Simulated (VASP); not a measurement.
# Be (P1) in VASP: further runs, part 2 of 2

VASP 6.6.1. Earlier steps stand in the parts before.

### Step 3. Single point, r2SCAN

Contents of POSCAR:

```
Be
1.0
    7.1976270000      0.0000000000      0.0000000000
   -3.5988140000      6.2333280000      0.0000000000
    0.0000000000      0.0000000000      7.5191210000
Be
36
Direct
    0.0209242972      0.0222032276     -0.0199358409
    0.0309141742      0.1852301050      0.3146245419
   -0.0382446185     -0.0235829079      0.5013750942
    0.0949685089      0.2230590144      0.7301784344
    0.0116684918      0.3974602331      0.0512027935
    0.1730794582      0.7075834931      0.2595649146
    0.0029173533      0.3877382997      0.4846710141
    0.0895252801      0.5835726918      0.7955584170
    0.0206374411      0.7228883190      0.0178478309
    0.1189469774      0.9623270266      0.2039068130
   -0.0467420698      0.6884123537      0.4774228264
    0.1177434578      0.8998724277      0.7130088743
    0.3104208936      0.0698824127     -0.0472794626
    0.4347552952      0.2219360188      0.2261301554
    0.3187173563      0.0451283809      0.4546409082
    0.4396566213      0.2035349335      0.7049361222
    0.2892153860      0.3202623061      0.0120093825
    0.2878790942      0.4838667242      0.2903131895
    0.3375890957      0.3559896094      0.5063490799
    0.4374339819      0.5596528853      0.7924862494
    0.3070826183      0.6732679557      0.0149352564
    0.5108566753      0.8990061168      0.2498430335
    0.3171851531      0.6670754371      0.5162837518
    0.3756200262      0.9126264493      0.8198830688
    0.7474700028      0.0428503040     -0.0098681748
    0.7881412914      0.2400643765      0.2619322126
    0.6643213447     -0.0423369346      0.4637776144
    0.7691309586      0.2593959439      0.7316280720
    0.6142251592      0.2188397594      0.0508171101
    0.7921169140      0.5229950999      0.2021645881
    0.7192716890      0.3434601869      0.5061894868
    0.7949898219      0.5970967676      0.7807960532
    0.6497879103      0.6889578087      0.0155736289
    0.8231520528      0.8993911439      0.2832644933
    0.6516403645      0.7173375122      0.5169753220
    0.8001130917      0.8882414017      0.7854641520
```

Contents of INCAR.step1:

```
  PREC = Accurate
  ENCUT = 520
  ISMEAR = -1
  SIGMA = 0.3
  LREAL = Auto
  LASPH = True
  NELM = 80
  NBANDS = 60
  GGA = PE
  ALGO = Normal
  EDIFF = 1E-4
  LWAVE = True
  LCHARG = False
```

Contents of INCAR.step2:

```
  PREC = Accurate
  ENCUT = 520
  EDIFF = 1E-6
  ISMEAR = -1
  SIGMA = 0.3
  LREAL = Auto
  LASPH = True
  NELM = 80
  ALGO = Normal
  ISIF = 2
  LWAVE = False
  LCHARG = False
  METAGGA = R2SCAN
  LMIXTAU = True
  NBANDS = 60
  ISTART = 1
```

Contents of KPOINTS:

```
regular mesh
0
Gamma
  2 2 2
```

Potentials or basis: VASP PAW PBE potentials, release 64 (Be).

Started as:

```console
> cat potpaw_PBE.64/Be/POTCAR > POTCAR
> cp INCAR.step1 INCAR
> mpirun -np 1 vasp_std > vasp.out
> cp INCAR.step2 INCAR
> mpirun -np 1 vasp_std > vasp.out
```

OUTCAR:

```text
PREC = Accurate
   ENCUT = 520
   EDIFF = 1E-6
   ISMEAR = -1
   LREAL = Auto
   LASPH = True
   NELM = 80
   ISIF = 2
   METAGGA = R2SCAN
   ISTART = 1

 ion  position               nearest neighbor table
   1  0.021  0.022  0.980-  13 1.95  10 1.95  36 2.02  25 2.05  17 2.06   9 2.17   4 2.27
   2  0.031  0.185  0.315-  34 1.86   3 1.93  26 2.01   7 2.02  18 2.02  10 2.16
   3  0.962  0.976  0.501-  34 1.85   2 1.93  11 2.05  35 2.08  27 2.10  12 2.17   4 2.31  36 2.36
                            15 2.39
   4  0.095  0.223  0.730-  19 2.26   1 2.27   3 2.31  36 2.32
   5  0.012  0.397  0.051-  21 2.08  26 2.14   8 2.25   9 2.32  25 2.34  17 2.34
   6  0.173  0.708  0.260-  10 2.10  22 2.11  21 2.15   9 2.15  18 2.16  11 2.23  23 2.28
   7  0.003  0.388  0.485-  31 1.91   2 2.02  23 2.16  26 2.16  18 2.32  28 2.36  11 2.36
   8  0.090  0.584  0.796-   9 2.13  21 2.14  32 2.17  24 2.24   5 2.25  12 2.27  28 2.37
   9  0.021  0.723  0.018-  10 2.05  30 2.08   8 2.13   6 2.15   1 2.17  21 2.26  32 2.27   5 2.32
                            13 2.37
  10  0.119  0.962  0.204-   1 1.95  34 2.03   9 2.05   6 2.10  14 2.11   2 2.16  13 2.24  15 2.26

  11  0.953  0.688  0.477-   3 2.05  31 2.21   6 2.23  12 2.25  35 2.30   7 2.36  30 2.38
  12  0.118  0.900  0.713-  24 1.98   3 2.17  13 2.23  11 2.25  16 2.26   8 2.27  36 2.31  32 2.31
                            15 2.33
  13  0.310  0.070  0.953-  24 1.74  17 1.94   1 1.95  29 2.03  16 2.09  12 2.23  10 2.24  14 2.29
                             9 2.37
  14  0.435  0.222  0.226-  29 1.85  15 2.05  10 2.11  17 2.22  13 2.29
  15  0.319  0.045  0.455-  14 2.05  16 2.15  19 2.21  10 2.26  12 2.33   3 2.39
  16  0.440  0.204  0.705-  13 2.09  24 2.09  15 2.15  19 2.19  28 2.21  12 2.26  31 2.30
  17  0.289  0.320  0.012-  13 1.94   1 2.06  14 2.22  20 2.23   5 2.34
  18  0.288  0.484  0.290-  19 1.99   2 2.02  23 2.10   6 2.16   7 2.32
  19  0.338  0.356  0.506-  18 1.99  16 2.19  15 2.21   4 2.26  23 2.32
  20  0.437  0.560  0.792-  33 2.14  17 2.23  21 2.26
  21  0.307  0.673  0.015-   5 2.08  24 2.12   8 2.14   6 2.15  20 2.26   9 2.26  22 2.35
  22  0.511  0.899  0.250-  27 1.88   6 2.11  34 2.26  26 2.26  21 2.35
  23  0.317  0.667  0.516-  18 2.10   7 2.16  35 2.25   6 2.28  19 2.32  27 2.36
  24  0.376  0.913  0.820-  13 1.74  12 1.98  16 2.09  21 2.12   8 2.24
  25  0.747  0.043  0.990-  29 1.99  36 2.04   1 2.05  33 2.29   5 2.34
  26  0.788  0.240  0.262-  29 1.98   2 2.01  30 2.07  31 2.13   5 2.14   7 2.16  22 2.26  27 2.33
[... 230 lines left out ...]
 non-spin polarized calculation
  energy-cutoff  :      520.00
  volume of cell :      337.35
 maximum number of plane-waves:      9100
 NGX is ok and might be reduce to    54
   NGX = 27   NGY = 27   NGZ = 27

 number of electron      72.0000000 magnetization

 Free energy of the ion-electron system (eV)
  ---------------------------------------------------
  ext. energy  EPLUGINS =         0.00000000
  ---------------------------------------------------
  free energy    TOTEN  =      -139.72073766 eV

  energy without entropy =     -137.73945053  energy(sigma->0) =     -138.73009409

 E-fermi :   5.3275     XC(G=0): -10.5952

 val. band max:        5.2249456930   @ k =   0.0000   0.0000   0.0000
 cond. band min:       5.3286909450   @ k =   0.0000   0.5000   0.0000
 fundamental gap:      0.1037452520
 Fermi energy:         5.3275162028

 k-point     1 :       0.0000    0.0000    0.0000
  band No.  band energies     occupation
      1      -5.6150      2.00000
      2      -3.7097      2.00000
      3      -3.3716      2.00000
      4      -2.8645      2.00000
      5      -2.6399      2.00000
      6      -2.5197      2.00000
[... 397 lines left out ...]
     47       7.8262      0.00048
     48       7.9524      0.00032
 [bands above 48 left out]

------------------------ aborting loop because EDIFF is reached ----------------------------------------

  FORCE on cell =-STRESS in cart. coord.  units (eV):
  Direction    XX          YY          ZZ          XY          YZ          ZX
  --------------------------------------------------------------------------------------
  -------------------------------------------------------------------------------------
  Total        1.4934274     -0.5897285     -7.4341023     -5.7072815      1.2562790      1.0608202
  in kB        7.0928098     -2.8008269    -35.3071552    -27.1058784      5.9665090      5.0382066
  external PRESSURE =     -10.3383908 kB  Pullay stress =       0.0000000 kB

 VOLUME and BASIS-vectors are now :
 -----------------------------------------------------------------------------
  energy-cutoff  :      520.00
  volume of cell :      337.35
      direct lattice vectors                 reciprocal lattice vectors
     7.197627000  0.000000000  0.000000000     0.138934679  0.080213984  0.000000000
    -3.598814000  6.233328000  0.000000000     0.000000000  0.160427945  0.000000000
     0.000000000  0.000000000  7.519121000     0.000000000  0.000000000  0.132994269

 POSITION                                       TOTAL-FORCE (eV/Angst)
 -----------------------------------------------------------------------------------
      0.07070      0.13840      7.36922        -1.391222     -0.507627     -0.078739
     -0.44410      1.15460      2.36570         1.630239      1.172757     -1.726133
      3.40841      6.08633      3.76990         1.004474      0.391462      2.432942
     -0.11920      1.39040      5.49030         0.066341      0.074940      0.948919
     -1.34640      2.47750      0.38500        -0.602968     -0.543142      0.000570
     -1.30070      4.41060      1.95170        -0.281247     -0.847381      0.575180
[... 28 lines left out ...]
      2.10870      4.47140      3.88720         1.389901     -3.918386      0.707395
      2.56230      5.53670      5.90600        -0.701548      0.161620     -1.840630
 -----------------------------------------------------------------------------------
    total drift:                               -0.000785      0.000991      0.000917

  FREE ENERGIE OF THE ION-ELECTRON SYSTEM (eV)
  ---------------------------------------------------
  free  energy   TOTEN  =      -139.7207376581 eV

  energy  without entropy=     -137.7394505280  energy(sigma->0) =     -138.73009409
```

OSZICAR.step1:

```text
N       E                     dE             d eps       ncg     rms          rms(c)
DAV:   1     0.912244310792E+02    0.91224E+02   -0.27331E+04   960   0.101E+03
DAV:   2    -0.114552576036E+03   -0.20578E+03   -0.19163E+03  1216   0.173E+02
DAV:   3    -0.126534680732E+03   -0.11982E+02   -0.11541E+02  1216   0.358E+01
DAV:   4    -0.126781216673E+03   -0.24654E+00   -0.24441E+00  1240   0.592E+00
DAV:   5    -0.126784696471E+03   -0.34798E-02   -0.34720E-02  1184   0.553E-01    0.919E+00
DAV:   6    -0.120885184965E+03    0.58995E+01   -0.87248E+00  1112   0.101E+01    0.436E+00
DAV:   7    -0.120330933951E+03    0.55425E+00   -0.32936E+00  1208   0.529E+00    0.196E+00
DAV:   8    -0.120226243141E+03    0.10469E+00   -0.25026E-01  1192   0.174E+00    0.802E-01
DAV:   9    -0.120214171242E+03    0.12072E-01   -0.34775E-02  1192   0.622E-01    0.241E-01
DAV:  10    -0.120213423914E+03    0.74733E-03   -0.27329E-03  1160   0.191E-01    0.755E-02
DAV:  11    -0.120213350615E+03    0.73300E-04   -0.35797E-04  1048   0.600E-02
   1 F= -.12021335E+03 E0= -.11914296E+03  d E =-.214079E+01
```

Run time: 19 min. Hardware: 1 thread of Intel Xeon Platinum 8488C (Sapphire Rapids), shared host; peak memory 0.45 GiB.

What came out:

- Free energy: -139.7207 eV
- Pressure: -1.0 GPa
- Largest force: 5.393 eV/Å
- Band gap on the k mesh: zero (bands 36 and 37 overlap by 0.25 eV)

Forces in eV/Å, atoms in the order of the input:
```
Be  -1.391 -0.508 -0.079
Be   1.630  1.173 -1.726
Be   1.004  0.391  2.433
Be   0.066  0.075  0.949
Be  -0.603 -0.543  0.001
Be  -0.281 -0.847  0.575
Be   1.289  0.476  0.305
Be   0.956 -0.523 -1.338
Be   0.232  0.275 -1.298
Be   0.697  0.089  1.506
Be   0.883 -0.109  0.093
Be  -0.812  0.203  0.185
Be  -1.680  0.016  2.081
Be  -0.619  1.172  1.452
Be   0.189 -1.651  0.278
Be  -0.162  1.016  0.366
Be  -0.252  1.920  0.693
Be  -0.006  1.403 -1.897
Be  -0.061 -0.186  0.382
Be  -0.180  0.329 -1.256
Be   1.239 -0.063  0.730
Be  -0.871 -0.496 -1.695
Be   0.118  1.107  0.430
Be   3.853 -1.841 -2.045
Be  -0.425 -0.235  0.840
Be  -0.516 -1.338  0.111
Be  -1.449  4.808  1.967
Be   1.220 -0.739  1.924
Be   0.637  0.953 -2.499
Be  -0.500  0.537  1.168
Be  -3.641  0.024 -0.918
Be  -0.306 -0.932 -0.626
Be   0.343  0.260  0.610
Be  -1.292 -2.460 -2.566
Be   1.390 -3.918  0.707
Be  -0.702  0.162 -1.841
```

Caveat: the k points lie up to 0.50 Å⁻¹ apart; so wide a smearing shifts energies and pressures; the PAW data sets were made with another functional, which shifts forces and pressure a little.

The gap in the log of VASP goes by the Fermi energy; the results here count the filled bands.